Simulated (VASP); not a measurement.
Set up this calculation in VASP 6.6.1, as the native input.

* Task: electric field gradients
* Functional: PBEsol
* Potentials or basis: VASP PAW PBE potentials, release 64 (Ta_pv, N)
* Cutoff: 520 eV
* k mesh: 11 × 11 × 6
* Occupations: fermi-dirac, width 0.01 eV
* Spin: no spin polarisation
* Dipole correction: no
* Further INCAR settings: ALGO = Normal; EDIFF = 1e-08; NBANDS = 24

The structure of TaN lies in POSCAR:

```
TaN
1.0
    3.0681880104      0.0000000000      0.0000000000
   -1.5340940052      2.6571287606      0.0000000000
    0.0000000000      0.0000000000      4.9505704856
Ta N
2 2
Direct
    0.0000000000      0.0000000000      0.0000000000
    0.0000000000      0.0000000000      0.5000000000
    0.3333333333      0.6666666667      0.2500000000
    0.6666666667      0.3333333333      0.7500000000
```

This cell differs from its parent crystal: volume scaled by 1.02.

These files were run (other wordings do the same):

INCAR

```
ALGO     = Normal         # electronic algorithm
EDIFF    = 1E-8           # SCF threshold, eV
ENCUT    = 520            # plane-wave cutoff, eV
GGA      = PS             # functional
ISIF     = 2              # what is computed and relaxed
ISMEAR   = -1             # smearing method
LASPH    = True           # aspherical terms in the spheres
LCHARG   = False          # write CHGCAR
LEFG     = True         
LREAL    = False          # projectors in reciprocal space
LWAVE    = False          # write WAVECAR
NBANDS   = 24             # bands
NELM     = 100            # most SCF steps
PREC     = Accurate       # precision mode
SIGMA    = 0.01           # smearing width, eV
```

KPOINTS

```
k-points
0
Gamma
  11 11 6
```

Potentials or basis: VASP PAW PBE potentials, release 64 (Ta_pv, N).

Launch:

```console
$ cat potpaw_PBE.64/Ta_pv/POTCAR potpaw_PBE.64/N/POTCAR > POTCAR
$ mpirun -np 1 vasp_std > vasp.out
```

Results of the run:

```yaml
Pressure: 39.9 GPa
Band_gap_on_the_k_mesh: zero (band 16 reaches 10.21 eV, above the bottom of band 17 at 7.67 eV)
```

Caveat: without QUAD_EFG the Cq values of the log hold for a quadrupole moment of 1 mb, not for the nuclei; the PAW data sets were made with another functional, which shifts forces and pressure a little; spin-orbit coupling is left out, which moves the levels of the heavy elements.

It took 23 s on 1 thread of Intel(R) Xeon(R) 6975P-C (Granite Rapids), on a shared host, peak memory 0.19 GiB.
